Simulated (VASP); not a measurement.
# TiB6 (Pm-3m) in VASP: relaxation of cell and atoms with PBE

Aim: the relaxation of cell and atoms of TiB6 with PBE.

Everything below comes from runs of VASP 6.6.1. Logs are shortened: lines on timing, memory, paths and dates and some standing lists are left out, and cuts for length are marked.

### 1 The cell of the first run

The structure is cubic, space group Pm-3m (No. 221). The conventional cell has a = 4.050 Å, b = 4.050 Å, c = 4.050 Å, α = 90.00°, β = 90.00°, γ = 90.00°. Within 4.1 Å of Ti (site symmetry m-3m) lie 24 B at 2.97 Å and 6 Ti at 4.05 Å. Within 2.1 Å of B (site symmetry 4mm) lie 5 B at 1.60 to 1.73 Å.

The cell was generated, and may not be a known phase.

### 2 Relaxation of cell and atoms, PBE, collinear spin

The input, INCAR:

```
PREC = Accurate
ENCUT = 600
EDIFF = 1E-7
ISMEAR = 0
SIGMA = 0.1
LREAL = False
LASPH = True
NELM = 150
ALGO = Normal
ISIF = 3
LWAVE = False
LCHARG = False
ISPIN = 2
MAGMOM = 1.64 0 0 0 0 0 0
LORBIT = 11
LMAXMIX = 4
GGA = PE
IBRION = 2
NSW = 100
EDIFFG = -0.01
```

The input, KPOINTS:

```
regular mesh
0
Gamma
  10 10 10
```

The input, POSCAR:

```
TiB6
1.0
    4.0503650734      0.0000000000      0.0000000000
    0.0000000000      4.0503650734      0.0000000000
    0.0000000000      0.0000000000      4.0503650734
Ti B
1 6
Direct
    0.0000000000      0.0000000000      0.0000000000
    0.8020198186      0.5000000000      0.5000000000
    0.1979801814      0.5000000000      0.5000000000
    0.5000000000      0.5000000000      0.8020198186
    0.5000000000      0.5000000000      0.1979801814
    0.5000000000      0.1979801814      0.5000000000
    0.5000000000      0.8020198186      0.5000000000
```

Potentials or basis: VASP PAW PBE potentials, release 64 (Ti_sv, B).

Started as:

```
> cat potpaw_PBE.64/Ti_sv/POTCAR potpaw_PBE.64/B/POTCAR > POTCAR
> mpirun -np 1 vasp_std > vasp.out
```

OUTCAR:

```text
PREC = Accurate
   ENCUT = 600
   EDIFF = 1E-7
   ISMEAR = 0
   LREAL = False
   LASPH = True
   NELM = 150
   ISIF = 3
   ISPIN = 2
   LORBIT = 11
   GGA = PE
   IBRION = 2
   NSW = 100
   EDIFFG = -0.01

 ion  position               nearest neighbor table
   1  0.000  0.000  0.000-
   2  0.802  0.500  0.500-   3 1.60   4 1.73   5 1.73   6 1.73   7 1.73
   3  0.198  0.500  0.500-   2 1.60   4 1.73   5 1.73   6 1.73   7 1.73
   4  0.500  0.500  0.802-   5 1.60   3 1.73   2 1.73   6 1.73   7 1.73
   5  0.500  0.500  0.198-   4 1.60   3 1.73   2 1.73   6 1.73   7 1.73
   6  0.500  0.198  0.500-   7 1.60   3 1.73   4 1.73   5 1.73   2 1.73
   7  0.500  0.802  0.500-   6 1.60   3 1.73   4 1.73   5 1.73   2 1.73

  LATTYP: Found a simple cubic cell.
 ALAT       =     4.0503650734

  Lattice vectors:

 A1 = (   4.0503650734,   0.0000000000,   0.0000000000)
 A2 = (   0.0000000000,   4.0503650734,   0.0000000000)
 A3 = (   0.0000000000,   0.0000000000,   4.0503650734)

Analysis of symmetry for initial positions (statically):
=====================================================================
 Subroutine PRICEL returns:
 Original cell was already a primitive cell.

 Routine SETGRP: Setting up the symmetry group for a
 simple cubic supercell.

 Subroutine GETGRP returns: Found 48 space group operations
 (whereof 48 operations were pure point group operations)
 out of a pool of 48 trial point group operations.

The static configuration has the point symmetry O_h .

Analysis of symmetry for dynamics (positions and initial velocities):
=====================================================================
 Subroutine PRICEL returns:
 Original cell was already a primitive cell.

 Routine SETGRP: Setting up the symmetry group for a
 simple cubic supercell.

 Subroutine GETGRP returns: Found 48 space group operations
 (whereof 48 operations were pure point group operations)
 out of a pool of 48 trial point group operations.

The dynamic configuration has the point symmetry O_h .

Analysis of structural, dynamic, and magnetic symmetry:
=====================================================================
 Subroutine PRICEL returns:
 Original cell was already a primitive cell.

 Routine SETGRP: Setting up the symmetry group for a
 simple cubic supercell.

 Subroutine GETGRP returns: Found 48 space group operations
 (whereof 48 operations were pure point group operations)
 out of a pool of 48 trial point group operations.

The overall configuration has the point symmetry O_h .

 Subroutine INISYM returns: Found 48 space group operations
 (whereof 48 operations are pure point group operations),
 and found     1 'primitive' translations

----------------------------------------------------------------------------------------

                                     Primitive cell

  volume of cell :      66.4481

  direct lattice vectors                    reciprocal lattice vectors
     4.050365073  0.000000000  0.000000000     0.246891325  0.000000000  0.000000000
     0.000000000  4.050365073  0.000000000     0.000000000  0.246891325  0.000000000
     0.000000000  0.000000000  4.050365073     0.000000000  0.000000000  0.246891325

  length of vectors
     4.050365073  4.050365073  4.050365073     0.246891325  0.246891325  0.246891325

  position of ions in fractional coordinates (direct lattice)
     0.000000000  0.000000000  0.000000000
     0.802019819  0.500000000  0.500000000
     0.197980181  0.500000000  0.500000000
     0.500000000  0.500000000  0.802019819
     0.500000000  0.500000000  0.197980181
     0.500000000  0.197980181  0.500000000
     0.500000000  0.802019819  0.500000000

  ion indices of the primitive-cell ions
   primitive index   ion index
                 1           1
                 2           2
                 3           3
                 4           4
                 5           5
                 6           6
                 7           7

----------------------------------------------------------------------------------------

 KPOINTS: regular mesh

Automatic generation of k-mesh.
 Grid dimensions read from file:
 generate k-points for:   10   10   10

 Generating k-lattice:

  Cartesian coordinates                     Fractional coordinates (reciprocal lattice)
     0.024689133  0.000000000  0.000000000     0.100000000  0.000000000  0.000000000
     0.000000000  0.024689133  0.000000000     0.000000000  0.100000000  0.000000000
     0.000000000  0.000000000  0.024689133     0.000000000  0.000000000  0.100000000

  Length of vectors
     0.024689133  0.024689133  0.024689133

  Shift w.r.t. Gamma in fractional coordinates (k-lattice)
     0.000000000  0.000000000  0.000000000

 Subroutine IBZKPT returns following result:
 ===========================================

 Found     56 irreducible k-points:

 Following reciprocal coordinates:
            Coordinates               Weight
  0.000000  0.000000  0.000000      1.000000
  0.100000  0.000000  0.000000      6.000000
  0.200000  0.000000  0.000000      6.000000
  0.300000  0.000000  0.000000      6.000000
  0.400000  0.000000  0.000000      6.000000
  0.500000  0.000000  0.000000      3.000000
[... 16 lines left out ...]
  0.200000  0.100000  0.100000     24.000000
  0.300000  0.100000  0.100000     24.000000
 [... further k-points ...]
   k-points           NKPTS =     56   k-points in BZ     NKDIM =     56   number of bands    NBANDS=     20
   number of dos      NEDOS =    301   number of ions     NIONS =      7
   total plane-waves  NPLWV =  32768
   dimension x,y,z NGX =    32 NGY =   32 NGZ =   32
   dimension x,y,z NGXF=    64 NGYF=   64 NGZF=   64
   ions per type =               1   6
   NGX,Y,Z   is equivalent  to a cutoff of  13.13, 13.13, 13.13 a.u.
   NGXF,Y,Z  is equivalent  to a cutoff of  26.27, 26.27, 26.27 a.u.
 SYSTEM =  unknown system
   PREC   = accura    normal or accurate (medium, high low for compatibility)
   ISTART =      0    job   : 0-new  1-cont  2-samecut
   ICHARG =      2    charge: 1-file 2-atom 10-const
   ISPIN  =      2    spin polarized calculation?
   LNONCOLLINEAR =      F non collinear calculations
   LSORBIT =      F    spin-orbit coupling
   LASPH  =      T    aspherical Exc in radial PAW
   ENCUT  =  600.0 eV  44.10 Ry    6.64 a.u.   8.09  8.09  8.09*2*pi/ulx,y,z
   NELM   =    150;   NELMIN=  2; NELMDL= -5     # of ELM steps
   EDIFF  = 0.1E-06   stopping-criterion for ELM
   LREAL  =      F    real-space projection
   EDIFFG = -.1E-01   stopping-criterion for IOM
   NSW    =    100    number of steps for IOM
   IBRION =      2    ionic relax: 0-MD 1-quasi-New 2-CG
   NFREE  =      1    steps in history (QN), initial steepest desc. (CG)
   ISIF   =      3    stress and relaxation
   ISYM   =      2    0-nonsym 1-usesym 2-fastsym
   POTIM  = 0.5000    time-step for ionic-motion
   TEBEG  =    0.0;   TEEND  =   0.0 temperature during run
   PSTRESS=    0.0 pullay stress
   NELECT =      30.0000    total number of electrons
   NUPDOWN=      -1.0000    fix difference up-down
   EMIN   =  10.00;   EMAX   =-10.00  energy-range for DOS
   EFERMI =   0.00;   METHOD = LEGACY
   ISMEAR =     0;   SIGMA  =   0.10  broadening in eV -4-tet -1-fermi 0-gaus
   EFERMI_NEDOS =   21; number of points for ismear=-14 and -15
   IALGO  =     38    algorithm
   IMIX   =      4    mixing-type and parameters
     AMIX     =   0.40;   BMIX     =  1.00
     AMIX_MAG =   1.60;   BMIX_MAG =  1.00
  volume/ion in A,a.u.               =       9.49        64.06
  Fermi-wavevector in a.u.,A,eV,Ry     =   1.255898  2.373303 21.460199  1.577280
  Thomas-Fermi vector in A             =   2.389632
   LORBIT       =     11    0 simple, 1 ext, 2 COOP (PROOUT), +10 PAW based schemes
   GGA     = PE    functional components
   LHFCALC =     F    Hartree Fock is set to
   AEXX    =    0.0000 exact exchange contribution
   IVDW    =     0    specifies the selected vdW correction
   LEPSILON=     F    determine dielectric tensor
   LRPA    =     F    only Hartree local field effects (RPA)
 conjugate gradient relaxation of ions
 spin polarized calculation
 Gauss-broadening in eV      SIGMA  =   0.10
  energy-cutoff  :      600.00
  volume of cell :       66.45
 maximum number of plane-waves:      2272
   NGX = 17   NGY = 17   NGZ = 17

--------------------------------------- Ionic step        1  -------------------------------------------

 number of electron      30.0000000 magnetization       1.6400000

 number of electron      30.0000007 magnetization      -1.7574519

 Free energy of the ion-electron system (eV)
  ---------------------------------------------------
  ext. energy  EPLUGINS =         0.00000000
  ---------------------------------------------------
  free energy    TOTEN  =       -47.24027076 eV

  energy without entropy =      -47.22939212  energy(sigma->0) =      -47.23483144

------------------------ aborting loop because EDIFF is reached ----------------------------------------

  FORCE on cell =-STRESS in cart. coord.  units (eV):
  Direction    XX          YY          ZZ          XY          YZ          ZX
  --------------------------------------------------------------------------------------
  -------------------------------------------------------------------------------------
  Total        1.3300873      1.3300873      1.3300873      0.0000000      0.0000000     -0.0000000
  in kB       32.0706835     32.0706835     32.0706835      0.0000000      0.0000000     -0.0000000
  external PRESSURE =      32.0706835 kB  Pullay stress =       0.0000000 kB
[... 149 lines left out ...]
  energy  without entropy=      -47.2411000141  energy(sigma->0) =      -47.24638553

--------------------------------------- Ionic step        5  -------------------------------------------

 number of electron      30.0000013 magnetization      -1.7855669

 Free energy of the ion-electron system (eV)
  ---------------------------------------------------
  ext. energy  EPLUGINS =         0.00000000
  ---------------------------------------------------
  free energy    TOTEN  =       -47.25498139 eV

  energy without entropy =      -47.24452769  energy(sigma->0) =      -47.24975454

 E-fermi :   6.0774     XC(G=0): -10.9026

 val. band max:        6.0760073858   @ k =   0.5000   0.2000   0.1000
 cond. band min:       6.0825805763   @ k =   0.5000   0.2000   0.0000
 fundamental gap:      0.0065731905
 Fermi energy:         6.0773692038

 spin component 1

 k-point     1 :       0.0000    0.0000    0.0000
  band No.  band energies     occupation
      1     -50.7534      1.00000
      2     -27.0258      1.00000
      3     -27.0258      1.00000
      4     -27.0257      1.00000
      5      -9.1936      1.00000
      6      -1.6495      1.00000
[... 12 lines left out ...]
     19       7.9758      0.00000
[... 515 lines left out ...]
      6      -3.5245      1.00000
[... 12 lines left out ...]
     19       7.9502      0.00000
     20       9.6295      0.00000

 [... further k-points ...]

 spin component 2

 k-point     1 :       0.0000    0.0000    0.0000
  band No.  band energies     occupation
      1     -52.1859      1.00000
      2     -28.4541      1.00000
      3     -28.4540      1.00000
      4     -28.4539      1.00000
      5      -9.2037      1.00000
      6      -1.7652      1.00000
[... 12 lines left out ...]
     19       7.3989      0.00000
[... 564 lines left out ...]
  FREE ENERGIE OF THE ION-ELECTRON SYSTEM (eV)
  ---------------------------------------------------
  free  energy   TOTEN  =       -47.2549813906 eV

  energy  without entropy=      -47.2445276857  energy(sigma->0) =      -47.24975454

 reached required accuracy - stopping structural energy minimisation

 total charge

# of ion       s       p       d       tot
------------------------------------------
    1        2.064   5.993   1.906   9.963
    2        0.711   1.389   0.000   2.100
    3        0.711   1.389   0.000   2.100
    4        0.711   1.389   0.000   2.100
    5        0.711   1.389   0.000   2.100
    6        0.711   1.389   0.000   2.100
    7        0.711   1.389   0.000   2.100
--------------------------------------------------
tot          6.330  14.329   1.906  22.565

 magnetization (x)

# of ion       s       p       d       tot
------------------------------------------
    1       -0.010  -0.006  -1.462  -1.479
    2       -0.001   0.001   0.000   0.000
    3       -0.001   0.001   0.000   0.000
    4       -0.001   0.001   0.000   0.000
    5       -0.001   0.001   0.000   0.000
    6       -0.001   0.001   0.000   0.000
    7       -0.001   0.001   0.000   0.000
--------------------------------------------------
tot         -0.015   0.001  -1.462  -1.476
```

Run time: 3.7 min. Hardware: 1 thread of Intel Xeon 6975P-C (Granite Rapids), shared host; peak memory 0.31 GiB.

Results:

```
Free energy                                           : -47.2550 eV
Relaxed volume                                        : 9.69 Å³/atom
Relaxed cell                                          : a = 4.078 Å, b = 4.078 Å, c = 4.078 Å, α = 90.00°, β = 90.00°, γ = 90.00°
Space group after relaxing (to 0.1 Å)                 : Pm-3m (No. 221)
Energy gained by relaxing                             : 2.1 meV/atom
Ionic steps                                           : 5
Pressure after relaxing                               : 0.0 GPa
Net moment                                            : -1.79 μB per cell
Site moments                                          : Ti -1.48; B +0.00 μB
Valence electrons inside the program's atomic spheres : Ti 9.96; B 2.10
```

Step by step:
```tsv
step	energy change (eV)	largest force (eV/Å)	pressure (GPa)	volume (Å³)
1	0.0000	0.1329	3.21	66.45
2	-0.0112	0.2237	-0.80	68.29
3	-0.0140	0.1193	0.40	67.70
4	-0.0114	0.2581	-0.87	68.12
5	-0.0147	0.0002	0.00	67.84
```

Final structure:
```xyz
7
Lattice="4.0784 0.0000 0.0000 0.0000 4.0784 0.0000 0.0000 0.0000 4.0784" Properties=species:S:1:pos:R:3 pbc="T T T"
Ti    0.0000    0.0000    4.0784
B     3.2680    2.0392    2.0392
B     0.8104    2.0392    2.0392
B     2.0392    2.0392    3.2680
B     2.0392    2.0392    0.8104
B     2.0392    0.8104    2.0392
B     2.0392    3.2680    2.0392
```

Levels at points of the mesh, in eV from the Fermi level:
Spin up:
| k point | band 12 | band 13 | band 14 | band 15 | band 16 | band 17 |
| --- | --- | --- | --- | --- | --- | --- |
| (0.00, 0.00, 0.00) | -1.01 | -1.01 | -1.01 | 1.59 | 1.59 | 1.90 |
| (0.50, 0.00, 0.00) | -3.10 | -2.43 | -0.94 | -0.35 | 0.97 | 1.09 |
| (0.50, 0.50, 0.00) | -3.42 | -2.09 | -2.09 | 1.57 | 1.87 | 2.03 |
| (0.50, 0.50, 0.50) | -1.68 | -1.68 | -1.68 | 1.68 | 1.68 | 1.68 |
Spin down:
| k point | band 14 | band 15 | band 16 | band 17 | band 18 | band 19 |
| --- | --- | --- | --- | --- | --- | --- |
| (0.00, 0.00, 0.00) | -1.20 | -0.37 | -0.37 | 1.32 | 1.32 | 1.32 |
| (0.50, 0.00, 0.00) | -2.11 | -0.33 | 0.01 | 0.22 | 0.42 | 0.42 |
| (0.50, 0.50, 0.00) | -2.11 | -0.23 | -0.16 | 0.84 | 1.50 | 1.50 |
| (0.50, 0.50, 0.50) | -1.69 | -0.08 | -0.08 | 0.92 | 0.92 | 0.92 |
